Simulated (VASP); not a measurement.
# WC (Fm-3m) in VASP: further runs, part 2 of 2

VASP 6.6.1.

## Step 3: Single point, r2SCAN

This run uses another cell than the first one, of 10.54 Å³/atom.

Contents of POSCAR:

```
WC
1.0
    0.0000000000      2.1926840000      2.1926840000
    2.1926840000      0.0000000000      2.1926840000
    2.1926840000      2.1926840000      0.0000000000
W C
1 1
Direct
    0.0000000000      0.0000000000      0.0000000000
    0.5000000000      0.5000000000      0.5000000000
```

Contents of INCAR.step1:

```
PREC = Accurate
ENCUT = 520
ISMEAR = 0
SIGMA = 0.05
LREAL = F
LASPH = T
NELM = 80
NBANDS = 16
GGA = PE
ALGO = Normal
EDIFF = 1E-4
LWAVE = T
LCHARG = F
```

Contents of INCAR.step2:

```
PREC = Accurate
ENCUT = 520
EDIFF = 1E-7
ISMEAR = 0
SIGMA = 0.05
LREAL = F
LASPH = T
NELM = 80
ALGO = Normal
ISIF = 2
LWAVE = F
LCHARG = T
METAGGA = R2SCAN
LMIXTAU = T
LELF = T
LVHAR = T
NBANDS = 16
ISTART = 1
```

Contents of KPOINTS:

```
regular mesh
0
Gamma
  11 11 11
```

Potentials or basis: VASP PAW PBE potentials, release 64 (W_sv, C).

On the command line:

```sh
$ cat potpaw_PBE.64/W_sv/POTCAR potpaw_PBE.64/C/POTCAR > POTCAR
$ cp INCAR.step1 INCAR
$ mpirun -np 1 vasp_std > vasp.out
$ cp INCAR.step2 INCAR
$ mpirun -np 1 vasp_std > vasp.out
```

OUTCAR:

```text
PREC = Accurate
   ENCUT = 520
   EDIFF = 1E-7
   ISMEAR = 0
   LREAL = F
   LASPH = T
   NELM = 80
   ISIF = 2
   METAGGA = R2SCAN
   ISTART = 1

 ion  position               nearest neighbor table
   1  0.000  0.000  0.000-   2 2.19   2 2.19   2 2.19   2 2.19   2 2.19   2 2.19
   2  0.500  0.500  0.500-   1 2.19   1 2.19   1 2.19   1 2.19   1 2.19   1 2.19

  LATTYP: Found a face centered cubic cell.
 ALAT       =     4.3853680000

  Lattice vectors:

 A1 = (   0.0000000000,   2.1926840000,   2.1926840000)
 A2 = (   2.1926840000,   0.0000000000,   2.1926840000)
 A3 = (   2.1926840000,   2.1926840000,   0.0000000000)

Analysis of symmetry for initial positions (statically):
=====================================================================
 Subroutine PRICEL returns:
 Original cell was already a primitive cell.

 Routine SETGRP: Setting up the symmetry group for a
 face centered cubic supercell.

 Subroutine GETGRP returns: Found 48 space group operations
 (whereof 48 operations were pure point group operations)
 out of a pool of 48 trial point group operations.

The static configuration has the point symmetry O_h .

Analysis of symmetry for dynamics (positions and initial velocities):
=====================================================================
 Subroutine PRICEL returns:
 Original cell was already a primitive cell.

 Routine SETGRP: Setting up the symmetry group for a
 face centered cubic supercell.

 Subroutine GETGRP returns: Found 48 space group operations
 (whereof 48 operations were pure point group operations)
 out of a pool of 48 trial point group operations.

The dynamic configuration has the point symmetry O_h .

 Subroutine INISYM returns: Found 48 space group operations
 (whereof 48 operations are pure point group operations),
 and found     1 'primitive' translations

----------------------------------------------------------------------------------------

                                     Primitive cell

  volume of cell :      21.0842

  direct lattice vectors                    reciprocal lattice vectors
     0.000000000  2.192684000  2.192684000    -0.228031034  0.228031034  0.228031034
     2.192684000  0.000000000  2.192684000     0.228031034 -0.228031034  0.228031034
     2.192684000  2.192684000  0.000000000     0.228031034  0.228031034 -0.228031034

  length of vectors
     3.100923451  3.100923451  3.100923451     0.394961337  0.394961337  0.394961337

  position of ions in fractional coordinates (direct lattice)
     0.000000000  0.000000000  0.000000000
     0.500000000  0.500000000  0.500000000

  ion indices of the primitive-cell ions
   primitive index   ion index
                 1           1
                 2           2

----------------------------------------------------------------------------------------

 KPOINTS: regular mesh

Automatic generation of k-mesh.
 Grid dimensions read from file:
 generate k-points for:   11   11   11

 Generating k-lattice:

  Cartesian coordinates                     Fractional coordinates (reciprocal lattice)
    -0.020730094  0.020730094  0.020730094     0.090909091  0.000000000  0.000000000
     0.020730094 -0.020730094  0.020730094     0.000000000  0.090909091  0.000000000
     0.020730094  0.020730094 -0.020730094     0.000000000  0.000000000  0.090909091

  Length of vectors
     0.035905576  0.035905576  0.035905576

  Shift w.r.t. Gamma in fractional coordinates (k-lattice)
     0.000000000  0.000000000  0.000000000

 Subroutine IBZKPT returns following result:
 ===========================================

 Found     56 irreducible k-points:

 Following reciprocal coordinates:
            Coordinates               Weight
  0.000000  0.000000  0.000000      1.000000
  0.090909  0.000000  0.000000      8.000000
  0.181818  0.000000  0.000000      8.000000
  0.272727  0.000000  0.000000      8.000000
  0.363636  0.000000  0.000000      8.000000
  0.454545  0.000000  0.000000      8.000000
[... 16 lines left out ...]
 -0.272727  0.181818  0.000000     24.000000
 -0.181818  0.181818  0.000000     12.000000
 [... further k-points ...]
   k-points           NKPTS =     56   k-points in BZ     NKDIM =     56   number of bands    NBANDS=     16
   number of dos      NEDOS =    301   number of ions     NIONS =      2
   total plane-waves  NPLWV =  13824
   dimension x,y,z NGX =    24 NGY =   24 NGZ =   24
   dimension x,y,z NGXF=    48 NGYF=   48 NGZF=   48
   ions per type =               1   1
   NGX,Y,Z   is equivalent  to a cutoff of  12.87, 12.87, 12.87 a.u.
   NGXF,Y,Z  is equivalent  to a cutoff of  25.73, 25.73, 25.73 a.u.
 SYSTEM =  unknown system
   PREC   = accura    normal or accurate (medium, high low for compatibility)
   ISTART =      1    job   : 0-new  1-cont  2-samecut
   ICHARG =      0    charge: 1-file 2-atom 10-const
   ISPIN  =      1    spin polarized calculation?
   LNONCOLLINEAR =      F non collinear calculations
   LSORBIT =      F    spin-orbit coupling
   LASPH  =      T    aspherical Exc in radial PAW
   ENCUT  =  520.0 eV  38.22 Ry    6.18 a.u.   5.77  5.77  5.77*2*pi/ulx,y,z
   NELM   =     80;   NELMIN=  2; NELMDL=  0     # of ELM steps
   EDIFF  = 0.1E-06   stopping-criterion for ELM
   LREAL  =      F    real-space projection
   EDIFFG = 0.1E-05   stopping-criterion for IOM
   NSW    =      0    number of steps for IOM
   IBRION =     -1    ionic relax: 0-MD 1-quasi-New 2-CG
   NFREE  =      0    steps in history (QN), initial steepest desc. (CG)
   ISIF   =      2    stress and relaxation
   ISYM   =      2    0-nonsym 1-usesym 2-fastsym
   POTIM  = 0.5000    time-step for ionic-motion
   TEBEG  =    0.0;   TEEND  =   0.0 temperature during run
   PSTRESS=    0.0 pullay stress
   NELECT =      18.0000    total number of electrons
   NUPDOWN=      -1.0000    fix difference up-down
   EMIN   =  10.00;   EMAX   =-10.00  energy-range for DOS
   EFERMI =   0.00;   METHOD = LEGACY
   ISMEAR =     0;   SIGMA  =   0.05  broadening in eV -4-tet -1-fermi 0-gaus
   EFERMI_NEDOS =   21; number of points for ismear=-14 and -15
   IALGO  =     38    algorithm
   IMIX   =      4    mixing-type and parameters
     AMIX     =   0.40;   BMIX     =  1.00
     AMIX_MAG =   1.60;   BMIX_MAG =  1.00
  volume/ion in A,a.u.               =      10.54        71.14
  Fermi-wavevector in a.u.,A,eV,Ry     =   1.553029  2.934800 32.815887  2.411900
  Thomas-Fermi vector in A             =   2.657319
   LORBIT       =      0    0 simple, 1 ext, 2 COOP (PROOUT), +10 PAW based schemes
   METAGGA = R2SCAN    functional components
   LHFCALC =     F    Hartree Fock is set to
   AEXX    =    0.0000 exact exchange contribution
   IVDW    =     0    specifies the selected vdW correction
   LEPSILON=     F    determine dielectric tensor
   LRPA    =     F    only Hartree local field effects (RPA)
 non-spin polarized calculation
 Gauss-broadening in eV      SIGMA  =   0.05
  energy-cutoff  :      520.00
  volume of cell :       21.08
 maximum number of plane-waves:       578
   NGX = 11   NGY = 11   NGZ = 11

 number of electron      18.0000001 magnetization

 Free energy of the ion-electron system (eV)
  ---------------------------------------------------
  ext. energy  EPLUGINS =         0.00000000
  ---------------------------------------------------
  free energy    TOTEN  =       -60.61012907 eV

  energy without entropy =      -60.60886488  energy(sigma->0) =      -60.60949697

 E-fermi :  12.4182     XC(G=0): -14.8495

 val. band max:       12.4009916708   @ k =  -0.2727   0.4545   0.1818
 cond. band min:      12.4554719191   @ k =   0.4545   0.0909   0.0000
 fundamental gap:      0.0544802482
 Fermi energy:        12.4182297182

 k-point     1 :       0.0000    0.0000    0.0000
  band No.  band energies     occupation
      1     -65.0583      2.00000
      2     -28.3931      2.00000
      3     -28.3931      2.00000
      4     -28.3931      2.00000
      5      -4.3000      2.00000
      6       9.5654      2.00000
[... 8 lines left out ...]
     15      23.0001      0.00000
     16      36.2313      0.00000
[... 419 lines left out ...]
 k-point    24 :      -0.1818    0.1818    0.0000
  band No.  band energies     occupation
      1     -65.0307      2.00000
      2     -28.7361      2.00000
      3     -28.5329      2.00000
      4     -28.4226      2.00000
      5      -2.1173      2.00000
      6       5.1695      2.00000
[... 8 lines left out ...]
     15      25.8825      0.00000
     16      26.8511      0.00000

 [... further k-points ...]

------------------------ aborting loop because EDIFF is reached ----------------------------------------

  FORCE on cell =-STRESS in cart. coord.  units (eV):
  Direction    XX          YY          ZZ          XY          YZ          ZX
  --------------------------------------------------------------------------------------
  -------------------------------------------------------------------------------------
  Total       -0.4718362     -0.4718362     -0.4718362      0.0000000      0.0000000      0.0000000
  in kB      -35.8545047    -35.8545047    -35.8545047      0.0000000      0.0000000      0.0000000
  external PRESSURE =     -35.8545047 kB  Pullay stress =       0.0000000 kB

 VOLUME and BASIS-vectors are now :
 -----------------------------------------------------------------------------
  energy-cutoff  :      520.00
  volume of cell :       21.08
      direct lattice vectors                 reciprocal lattice vectors
     0.000000000  2.192684000  2.192684000    -0.228031034  0.228031034  0.228031034
     2.192684000  0.000000000  2.192684000     0.228031034 -0.228031034  0.228031034
     2.192684000  2.192684000  0.000000000     0.228031034  0.228031034 -0.228031034

 POSITION                                       TOTAL-FORCE (eV/Angst)
 -----------------------------------------------------------------------------------
      0.00000      0.00000      0.00000         0.000000      0.000000     -0.000000
      2.19268      2.19268      2.19268         0.000000     -0.000000      0.000000
 -----------------------------------------------------------------------------------
    total drift:                                0.000000     -0.000000     -0.000000

  FREE ENERGIE OF THE ION-ELECTRON SYSTEM (eV)
  ---------------------------------------------------
  free  energy   TOTEN  =       -60.6101290679 eV

  energy  without entropy=      -60.6088648815  energy(sigma->0) =      -60.60949697
```

OUTCAR.step1:

```text
PREC = Accurate
   ENCUT = 520
   ISMEAR = 0
   LREAL = F
   LASPH = T
[... 676 lines left out ...]
 -----------------------------------------------------------------------------------
      0.00000      0.00000      0.00000        -0.000000      0.000000      0.000000
      2.19268      2.19268      2.19268         0.000000     -0.000000     -0.000000
 -----------------------------------------------------------------------------------
    total drift:                                0.000000     -0.000000     -0.000000

  FREE ENERGIE OF THE ION-ELECTRON SYSTEM (eV)
  ---------------------------------------------------
  free  energy   TOTEN  =       -21.5416034019 eV

  energy  without entropy=      -21.5398969856  energy(sigma->0) =      -21.54075019
```

Run time: 30 s. Hardware: 1 thread of Intel Xeon 6975P-C (Granite Rapids), shared host; peak memory 0.15 GiB.

Results:

```yaml
Free_energy: -60.6101 eV
Pressure: -3.6 GPa
Band_gap_on_the_k_mesh: zero (bands 9 and 10 overlap by 3.21 eV)
```

Levels at points of the mesh, in eV from the Fermi level:
```tsv
k point	band 7	band 8	band 9	band 10	band 11	band 12
(0.00, 0.00, 0.00)	-2.85	-2.85	-1.16	-1.16	-1.16	-1.04
```

Caveat: the cell stands under tension; the PAW data sets were made with another functional, which shifts forces and pressure a little; spin-orbit coupling is left out, which moves the levels of the heavy elements.

## Step 4: Single point, r2SCAN

This run uses another cell than the first one, of 10.96 Å³/atom.

Contents of POSCAR:

```
WC
1.0
    0.0000000000      2.2215384142      2.2215384142
    2.2215384142      0.0000000000      2.2215384142
    2.2215384142      2.2215384142      0.0000000000
W C
1 1
Direct
    0.0000000000      0.0000000000      0.0000000000
    0.5000000000      0.5000000000      0.5000000000
```

Contents of INCAR.step1:

```
SYSTEM = WC
PREC = Accurate
ENCUT = 520
ISMEAR = 0
SIGMA = 0.05
LREAL = .False.
LASPH = .True.
NELM = 60
NBANDS = 16
GGA = PE
ALGO = Normal
EDIFF = 1E-4
LWAVE = .True.
LCHARG = .False.
```

Contents of INCAR.step2:

```
SYSTEM = WC
PREC = Accurate
ENCUT = 520
EDIFF = 1E-6
ISMEAR = 0
SIGMA = 0.05
LREAL = .False.
LASPH = .True.
NELM = 60
ALGO = Normal
ISIF = 2
LWAVE = .False.
LCHARG = .True.
METAGGA = R2SCAN
LMIXTAU = .True.
LELF = .True.
LVHAR = .True.
NBANDS = 16
ISTART = 1
```

Contents of KPOINTS:

```
Automatic mesh
0
Gamma
  11 11 11
  0 0 0
```

Potentials or basis: VASP PAW PBE potentials, release 64 (W_sv, C).

On the command line:

```sh
$ cat potpaw_PBE.64/W_sv/POTCAR potpaw_PBE.64/C/POTCAR > POTCAR
$ cp INCAR.step1 INCAR
$ mpirun -np 1 vasp_std > vasp.out
$ cp INCAR.step2 INCAR
$ mpirun -np 1 vasp_std > vasp.out
```

OUTCAR:

```text
SYSTEM = WC
   PREC = Accurate
   ENCUT = 520
   EDIFF = 1E-6
   ISMEAR = 0
   LREAL = .False.
   LASPH = .True.
   NELM = 60
   ISIF = 2
   METAGGA = R2SCAN
   ISTART = 1

 ion  position               nearest neighbor table
   1  0.000  0.000  0.000-   2 2.22   2 2.22   2 2.22   2 2.22   2 2.22   2 2.22
   2  0.500  0.500  0.500-   1 2.22   1 2.22   1 2.22   1 2.22   1 2.22   1 2.22

  LATTYP: Found a face centered cubic cell.
 ALAT       =     4.4430768284

  Lattice vectors:

 A1 = (   0.0000000000,   2.2215384142,   2.2215384142)
 A2 = (   2.2215384142,   0.0000000000,   2.2215384142)
 A3 = (   2.2215384142,   2.2215384142,   0.0000000000)

Analysis of symmetry for initial positions (statically):
=====================================================================
 Subroutine PRICEL returns:
 Original cell was already a primitive cell.

 Routine SETGRP: Setting up the symmetry group for a
 face centered cubic supercell.

 Subroutine GETGRP returns: Found 48 space group operations
 (whereof 48 operations were pure point group operations)
 out of a pool of 48 trial point group operations.

The static configuration has the point symmetry O_h .

Analysis of symmetry for dynamics (positions and initial velocities):
[... 160 lines left out ...]

 val. band max:       11.8104583440   @ k =  -0.2727   0.4545   0.1818
 cond. band min:      11.8556974033   @ k =   0.4545   0.0909   0.0000
 fundamental gap:      0.0452390594
 Fermi energy:        11.8269258846

 k-point     1 :       0.0000    0.0000    0.0000
  band No.  band energies     occupation
      1     -65.6761      2.00000
      2     -29.0148      2.00000
      3     -29.0148      2.00000
      4     -29.0148      2.00000
      5      -4.5369      2.00000
      6       9.1216      2.00000
[... 433 lines left out ...]
      3     -29.1352      2.00000
      4     -29.0409      2.00000
      5      -2.4624      2.00000
      6       4.8324      2.00000
[... 8 lines left out ...]
     15      25.0062      0.00000
     16      25.7776      0.00000

 [... further k-points ...]

------------------------ aborting loop because EDIFF is reached ----------------------------------------

  FORCE on cell =-STRESS in cart. coord.  units (eV):
  Direction    XX          YY          ZZ          XY          YZ          ZX
  --------------------------------------------------------------------------------------
  -------------------------------------------------------------------------------------
  Total       -2.2898778     -2.2898778     -2.2898778      0.0000000      0.0000000      0.0000000
  in kB     -167.3136610   -167.3136610   -167.3136610      0.0000000      0.0000000      0.0000000
  external PRESSURE =    -167.3136610 kB  Pullay stress =       0.0000000 kB

 VOLUME and BASIS-vectors are now :
 -----------------------------------------------------------------------------
  energy-cutoff  :      520.00
  volume of cell :       21.93
      direct lattice vectors                 reciprocal lattice vectors
     0.000000000  2.221538414  2.221538414    -0.225069257  0.225069257  0.225069257
     2.221538414  0.000000000  2.221538414     0.225069257 -0.225069257  0.225069257
     2.221538414  2.221538414  0.000000000     0.225069257  0.225069257 -0.225069257

 POSITION                                       TOTAL-FORCE (eV/Angst)
 -----------------------------------------------------------------------------------
      0.00000      0.00000      0.00000         0.000000      0.000000     -0.000000
      2.22154      2.22154      2.22154        -0.000000     -0.000000      0.000000
 -----------------------------------------------------------------------------------
    total drift:                                0.000000     -0.000000     -0.000000

  FREE ENERGIE OF THE ION-ELECTRON SYSTEM (eV)
  ---------------------------------------------------
  free  energy   TOTEN  =       -60.5558853462 eV

  energy  without entropy=      -60.5544601449  energy(sigma->0) =      -60.55517275
```

OUTCAR.step1:

```text
SYSTEM = WC
   PREC = Accurate
   ENCUT = 520
   ISMEAR = 0
   LREAL = .False.
   LASPH = .True.
[... 677 lines left out ...]
      0.00000      0.00000      0.00000         0.000000      0.000000      0.000000
      2.22154      2.22154      2.22154         0.000000      0.000000     -0.000000
 -----------------------------------------------------------------------------------
    total drift:                                0.000000     -0.000000     -0.000000

  FREE ENERGIE OF THE ION-ELECTRON SYSTEM (eV)
  ---------------------------------------------------
  free  energy   TOTEN  =       -21.5044097515 eV

  energy  without entropy=      -21.5025632978  energy(sigma->0) =      -21.50348652
```

OSZICAR.step1:

```text
N       E                     dE             d eps       ncg     rms          rms(c)
DAV:   1     0.106870000909E+03    0.10687E+03   -0.92711E+03  1800   0.124E+03
DAV:   2    -0.219375434656E+02   -0.12881E+03   -0.12410E+03  2176   0.331E+02
DAV:   3    -0.249855113889E+02   -0.30480E+01   -0.30273E+01  1992   0.481E+01
DAV:   4    -0.250011539751E+02   -0.15643E-01   -0.15642E-01  2264   0.395E+00
DAV:   5    -0.250012791342E+02   -0.12516E-03   -0.12516E-03  2008   0.333E-01    0.283E+01
DAV:   6    -0.216373710000E+02    0.33639E+01   -0.89335E+00  2192   0.277E+01    0.678E+00
DAV:   7    -0.215347925257E+02    0.10258E+00   -0.58681E-01  1888   0.593E+00    0.581E+00
DAV:   8    -0.215066379502E+02    0.28155E-01   -0.94789E-02  1984   0.272E+00    0.131E+00
DAV:   9    -0.215044884498E+02    0.21495E-02   -0.46127E-03  1928   0.695E-01    0.133E-01
DAV:  10    -0.215044097515E+02    0.78698E-04   -0.54367E-04  2088   0.234E-01
   1 F= -.21504410E+02 E0= -.21503487E+02  d E =-.184645E-02
```

Run time: 28 s. Hardware: 1 thread of Intel Xeon 6975P-C (Granite Rapids), shared host; peak memory 0.15 GiB.

What came out:

| Quantity | Value |
| --- | --- |
| Free energy | -60.5559 eV |
| Pressure | -16.7 GPa |
| Band gap on the k mesh | zero (bands 9 and 10 overlap by 3.02 eV) |

Caveat: the cell stands under tension; the PAW data sets were made with another functional, which shifts forces and pressure a little; spin-orbit coupling is left out, which moves the levels of the heavy elements.

## Step 5: The runs side by side

```csv
cell,gap on the mesh (eV),pressure (GPa)
"a = 3.059 Å, angles 60.0°, 2 atoms",none,12.7
"a = 3.101 Å, angles 60.0°, 2 atoms",none,-3.6
"a = 3.142 Å, angles 60.0°, 2 atoms",none,-16.7
```

Alike in all rows: task single point; level r2SCAN; potentials or basis VASP PAW PBE potentials, release 64 (W_sv, C); no spin polarisation; k mesh 11 × 11 × 11; cutoff (eV) 520; smearing gaussian 0.05 eV.

Caveats: the PAW data sets were made with another functional, which shifts forces and pressure a little; spin-orbit coupling is left out, which moves the levels of the heavy elements; the cell stands under tension (at least some runs); the cell stands under pressure (at least some runs).

Absolute energies hang on the potentials; compare differences alone.
